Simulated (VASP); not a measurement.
# Sn4Se3 (Pm-3m) in VASP: relaxation of cell and atoms with PBE

Aim: the relaxation of cell and atoms of Sn4Se3 with PBE.

Everything below comes from runs of VASP 6.6.1. Logs are shortened: lines on timing, memory, paths and dates and some standing lists are left out, and cuts for length are marked.

## 1. The cell of the first run

Symmetry: Pm-3m, No. 221, cubic system. The conventional cell has a = 5.962 Å, b = 5.962 Å, c = 5.962 Å, α = 90.00°, β = 90.00°, γ = 90.00°. Sn (site symmetry m-3m) has 6 Se at 2.98 Å within 3.9 Å. Within 3.9 Å of Sn (site symmetry 4/mmm) lie 4 Se at 2.98 Å. Se (site symmetry 4/mmm) has 6 Sn at 2.98 Å within 3.9 Å.

## 2. Relaxation of cell and atoms, PBE

Contents of INCAR:

```
PREC = Accurate ; ENCUT = 600
EDIFF = 1E-6 ; ISMEAR = 0
SIGMA = 0.1 ; LREAL = False
LASPH = True ; NELM = 80
ALGO = Fast ; ISIF = 3
LWAVE = False ; LCHARG = False
GGA = PE ; IBRION = 2
NSW = 100 ; EDIFFG = -0.01
```

Contents of KPOINTS:

```
Automatic mesh
0
Gamma
  6 6 6
```

Contents of POSCAR:

```
Sn4Se3
1.0
    5.9616574438      0.0000000000      0.0000000000
    0.0000000000      5.9616574438      0.0000000000
    0.0000000000      0.0000000000      5.9616574438
Sn Se
4 3
Direct
    0.0000000000      0.0000000000      0.0000000000
    0.5000000000      0.0000000000      0.5000000000
    0.5000000000      0.5000000000      0.0000000000
    0.0000000000      0.5000000000      0.5000000000
    0.5000000000      0.0000000000      0.0000000000
    0.0000000000      0.5000000000      0.0000000000
    0.0000000000      0.0000000000      0.5000000000
```

Potentials or basis: VASP PAW PBE potentials, release 64 (Sn_d, Se).

The run is started by

```
> cat potpaw_PBE.64/Sn_d/POTCAR potpaw_PBE.64/Se/POTCAR > POTCAR
> mpirun -np 1 vasp_std > vasp.out
```

OUTCAR:

```text
PREC = Accurate
   ENCUT = 600
   EDIFF = 1E-6
   ISMEAR = 0
   LREAL = False
   LASPH = True
   NELM = 80
   ISIF = 3
   GGA = PE
   IBRION = 2
   NSW = 100
   EDIFFG = -0.01

 ion  position               nearest neighbor table
   1  0.000  0.000  0.000-   5 2.98   6 2.98   7 2.98   7 2.98   6 2.98   5 2.98
   2  0.500  0.000  0.500-   5 2.98   7 2.98   5 2.98   7 2.98
   3  0.500  0.500  0.000-   5 2.98   6 2.98   5 2.98   6 2.98
   4  0.000  0.500  0.500-   6 2.98   7 2.98   6 2.98   7 2.98
   5  0.500  0.000  0.000-   1 2.98   2 2.98   3 2.98   2 2.98   3 2.98   1 2.98
   6  0.000  0.500  0.000-   1 2.98   3 2.98   4 2.98   4 2.98   1 2.98   3 2.98
   7  0.000  0.000  0.500-   1 2.98   2 2.98   4 2.98   1 2.98   4 2.98   2 2.98

  LATTYP: Found a simple cubic cell.
 ALAT       =     5.9616574438

  Lattice vectors:

 A1 = (   5.9616574438,   0.0000000000,   0.0000000000)
 A2 = (   0.0000000000,   5.9616574438,   0.0000000000)
 A3 = (   0.0000000000,   0.0000000000,   5.9616574438)

Analysis of symmetry for initial positions (statically):
=====================================================================
 Subroutine PRICEL returns:
 Original cell was already a primitive cell.

 Routine SETGRP: Setting up the symmetry group for a
 simple cubic supercell.

 Subroutine GETGRP returns: Found 48 space group operations
 (whereof 48 operations were pure point group operations)
 out of a pool of 48 trial point group operations.

The static configuration has the point symmetry O_h .

Analysis of symmetry for dynamics (positions and initial velocities):
=====================================================================
 Subroutine PRICEL returns:
 Original cell was already a primitive cell.

 Routine SETGRP: Setting up the symmetry group for a
 simple cubic supercell.

 Subroutine GETGRP returns: Found 48 space group operations
 (whereof 48 operations were pure point group operations)
 out of a pool of 48 trial point group operations.

The dynamic configuration has the point symmetry O_h .

 Subroutine INISYM returns: Found 48 space group operations
 (whereof 48 operations are pure point group operations),
 and found     1 'primitive' translations

----------------------------------------------------------------------------------------

                                     Primitive cell

  volume of cell :     211.8854

  direct lattice vectors                    reciprocal lattice vectors
     5.961657444  0.000000000  0.000000000     0.167738588  0.000000000  0.000000000
     0.000000000  5.961657444  0.000000000     0.000000000  0.167738588  0.000000000
     0.000000000  0.000000000  5.961657444     0.000000000  0.000000000  0.167738588

  length of vectors
     5.961657444  5.961657444  5.961657444     0.167738588  0.167738588  0.167738588

  position of ions in fractional coordinates (direct lattice)
     0.000000000  0.000000000  0.000000000
     0.500000000  0.000000000  0.500000000
     0.500000000  0.500000000  0.000000000
     0.000000000  0.500000000  0.500000000
     0.500000000  0.000000000  0.000000000
     0.000000000  0.500000000  0.000000000
     0.000000000  0.000000000  0.500000000

  ion indices of the primitive-cell ions
   primitive index   ion index
                 1           1
                 2           2
                 3           3
                 4           4
                 5           5
                 6           6
                 7           7

----------------------------------------------------------------------------------------

 KPOINTS: Automatic mesh

Automatic generation of k-mesh.
 Grid dimensions read from file:
 generate k-points for:    6    6    6

 Generating k-lattice:

  Cartesian coordinates                     Fractional coordinates (reciprocal lattice)
     0.027956431  0.000000000  0.000000000     0.166666667  0.000000000  0.000000000
     0.000000000  0.027956431  0.000000000     0.000000000  0.166666667  0.000000000
     0.000000000  0.000000000  0.027956431     0.000000000  0.000000000  0.166666667

  Length of vectors
     0.027956431  0.027956431  0.027956431

  Shift w.r.t. Gamma in fractional coordinates (k-lattice)
     0.000000000  0.000000000  0.000000000

 Subroutine IBZKPT returns following result:
 ===========================================

 Found     20 irreducible k-points:

 Following reciprocal coordinates:
            Coordinates               Weight
  0.000000  0.000000  0.000000      1.000000
  0.166667  0.000000  0.000000      6.000000
  0.333333  0.000000  0.000000      6.000000
  0.500000  0.000000  0.000000      3.000000
  0.166667  0.166667  0.000000     12.000000
  0.333333  0.166667  0.000000     24.000000
[... 12 lines left out ...]
  0.500000  0.500000  0.333333      6.000000
  0.500000  0.500000  0.500000      1.000000
   k-points           NKPTS =     20   k-points in BZ     NKDIM =     20   number of bands    NBANDS=     44
   number of dos      NEDOS =    301   number of ions     NIONS =      7
   total plane-waves  NPLWV = 110592
   dimension x,y,z NGX =    48 NGY =   48 NGZ =   48
   dimension x,y,z NGXF=    96 NGYF=   96 NGZF=   96
   ions per type =               4   3
   NGX,Y,Z   is equivalent  to a cutoff of  13.39, 13.39, 13.39 a.u.
   NGXF,Y,Z  is equivalent  to a cutoff of  26.77, 26.77, 26.77 a.u.
 SYSTEM =  unknown system
   PREC   = accura    normal or accurate (medium, high low for compatibility)
   ISTART =      0    job   : 0-new  1-cont  2-samecut
   ICHARG =      2    charge: 1-file 2-atom 10-const
   ISPIN  =      1    spin polarized calculation?
   LNONCOLLINEAR =      F non collinear calculations
   LSORBIT =      F    spin-orbit coupling
   LASPH  =      T    aspherical Exc in radial PAW
   ENCUT  =  600.0 eV  44.10 Ry    6.64 a.u.  11.91 11.91 11.91*2*pi/ulx,y,z
   NELM   =     80;   NELMIN=  2; NELMDL= -5     # of ELM steps
   EDIFF  = 0.1E-05   stopping-criterion for ELM
   LREAL  =      F    real-space projection
   EDIFFG = -.1E-01   stopping-criterion for IOM
   NSW    =    100    number of steps for IOM
   IBRION =      2    ionic relax: 0-MD 1-quasi-New 2-CG
   NFREE  =      1    steps in history (QN), initial steepest desc. (CG)
   ISIF   =      3    stress and relaxation
   ISYM   =      2    0-nonsym 1-usesym 2-fastsym
   POTIM  = 0.5000    time-step for ionic-motion
   TEBEG  =    0.0;   TEEND  =   0.0 temperature during run
   PSTRESS=    0.0 pullay stress
   NELECT =      74.0000    total number of electrons
   NUPDOWN=      -1.0000    fix difference up-down
   EMIN   =  10.00;   EMAX   =-10.00  energy-range for DOS
   EFERMI =   0.00;   METHOD = LEGACY
   ISMEAR =     0;   SIGMA  =   0.10  broadening in eV -4-tet -1-fermi 0-gaus
   EFERMI_NEDOS =   21; number of points for ismear=-14 and -15
   IALGO  =     68    algorithm
   IMIX   =      4    mixing-type and parameters
     AMIX     =   0.40;   BMIX     =  1.00
     AMIX_MAG =   1.60;   BMIX_MAG =  1.00
  volume/ion in A,a.u.               =      30.27       204.27
  Fermi-wavevector in a.u.,A,eV,Ry     =   1.152883  2.178632 18.084022  1.329138
  Thomas-Fermi vector in A             =   2.289530
   LORBIT       =      0    0 simple, 1 ext, 2 COOP (PROOUT), +10 PAW based schemes
   GGA     = PE    functional components
   LHFCALC =     F    Hartree Fock is set to
   AEXX    =    0.0000 exact exchange contribution
   IVDW    =     0    specifies the selected vdW correction
   LEPSILON=     F    determine dielectric tensor
   LRPA    =     F    only Hartree local field effects (RPA)
 conjugate gradient relaxation of ions
 non-spin polarized calculation
 RMM-DIIS sequential band-by-band and
 Gauss-broadening in eV      SIGMA  =   0.10
  energy-cutoff  :      600.00
  volume of cell :      211.89
 maximum number of plane-waves:      7120
 NGX is ok and might be reduce to    48
   NGX = 23   NGY = 23   NGZ = 23

--------------------------------------- Ionic step        1  -------------------------------------------

 number of electron      73.9999980 magnetization

 Free energy of the ion-electron system (eV)
  ---------------------------------------------------
  ext. energy  EPLUGINS =         0.00000000
  ---------------------------------------------------
  free energy    TOTEN  =       -27.20385175 eV

  energy without entropy =      -27.20062864  energy(sigma->0) =      -27.20224019

------------------------ aborting loop because EDIFF is reached ----------------------------------------

  FORCE on cell =-STRESS in cart. coord.  units (eV):
  Direction    XX          YY          ZZ          XY          YZ          ZX
  --------------------------------------------------------------------------------------
  -------------------------------------------------------------------------------------
  Total        0.6664624      0.6664624      0.6664624     -0.0000000      0.0000000     -0.0000000
  in kB        5.0394740      5.0394740      5.0394740     -0.0000000      0.0000000     -0.0000000
  external PRESSURE =       5.0394740 kB  Pullay stress =       0.0000000 kB
[... 67 lines left out ...]
  energy  without entropy=      -27.2037712098  energy(sigma->0) =      -27.20555398

--------------------------------------- Ionic step        3  -------------------------------------------

 number of electron      73.9999994 magnetization

 Free energy of the ion-electron system (eV)
  ---------------------------------------------------
  ext. energy  EPLUGINS =         0.00000000
  ---------------------------------------------------
  free energy    TOTEN  =       -27.20752125 eV

  energy without entropy =      -27.20402577  energy(sigma->0) =      -27.20577351

 E-fermi :   5.1860     XC(G=0):  -9.1512

 val. band max:        5.1152603305   @ k =   0.3333   0.3333   0.0000
 cond. band min:       5.3119663970   @ k =   0.5000   0.1667   0.0000
 fundamental gap:      0.1967060665
 Fermi energy:         5.1860006858

 k-point     1 :       0.0000    0.0000    0.0000
  band No.  band energies     occupation
      1     -16.7875      2.00000
      2     -16.7875      2.00000
      3     -16.7629      2.00000
      4     -16.7629      2.00000
      5     -16.7629      2.00000
      6     -16.7583      2.00000
[... 963 lines left out ...]
  FREE ENERGIE OF THE ION-ELECTRON SYSTEM (eV)
  ---------------------------------------------------
  free  energy   TOTEN  =       -27.2075212512 eV

  energy  without entropy=      -27.2040257730  energy(sigma->0) =      -27.20577351

 reached required accuracy - stopping structural energy minimisation
```

Run time: 12 min. Hardware: 1 thread of Oxide Virtual Turin-like, shared host; peak memory 0.41 GiB.

What came out:

```yaml
Free_energy: -27.2075 eV
Relaxed_volume: 30.61 Å³/atom
Relaxed_cell: a = 5.984 Å, b = 5.984 Å, c = 5.984 Å, α = 90.00°, β = 90.00°, γ = 90.00°
Space_group_after_relaxing_to_0.1_Å: Pm-3m (No. 221)
Energy_gained_by_relaxing: 0.5 meV/atom
Ionic_steps: 3
Pressure_after_relaxing: 0.0 GPa
Band_gap_on_the_k_mesh: zero (bands 37 and 38 overlap by 1.36 eV)
```

The path:
```
step  energy change (eV)  largest force (eV/Å)  pressure (GPa)  volume (Å³)
   1              0.0000                0.0000            0.50       211.89
   2             -0.0035                0.0000           -0.11       214.82
   3             -0.0037                0.0000            0.01       214.26
```

Final structure:
```
Sn Se
1.0
     5.98388    0.00000    0.00000
     0.00000    5.98388    0.00000
     0.00000    0.00000    5.98388
Sn Se
4 3
Direct
  0.00000 0.00000 0.00000
  0.50000 0.00000 0.50000
  0.50000 0.50000 0.00000
  0.00000 0.50000 0.50000
  0.50000 0.00000 0.00000
  0.00000 0.50000 0.00000
  0.00000 0.00000 0.50000
```

Levels at points of the mesh, in eV from the Fermi level:
| k point | band 33 | band 34 | band 35 | band 36 | band 37 | band 38 | band 39 | band 40 | band 41 | band 42 |
| --- | --- | --- | --- | --- | --- | --- | --- | --- | --- | --- |
| (0.00, 0.00, 0.00) | -3.99 | -3.16 | -3.16 | -3.16 | 0.98 | 0.98 | 0.98 | 3.04 | 3.04 | 3.04 |
| (0.50, 0.00, 0.00) | -3.33 | -1.88 | -1.67 | -1.02 | 0.33 | 0.33 | 0.33 | 1.20 | 1.29 | 1.56 |
| (0.50, 0.50, 0.00) | -1.47 | -1.47 | -1.35 | -0.81 | -0.41 | -0.38 | 0.38 | 0.38 | 1.18 | 1.39 |
| (0.50, 0.50, 0.50) | -2.28 | -0.37 | -0.37 | -0.37 | -0.14 | -0.14 | -0.14 | 0.36 | 0.98 | 0.98 |

Caveat: spin-orbit coupling is left out, which moves the levels of the heavy elements.

The gap in the log of VASP goes by the Fermi energy; the results here count the filled bands.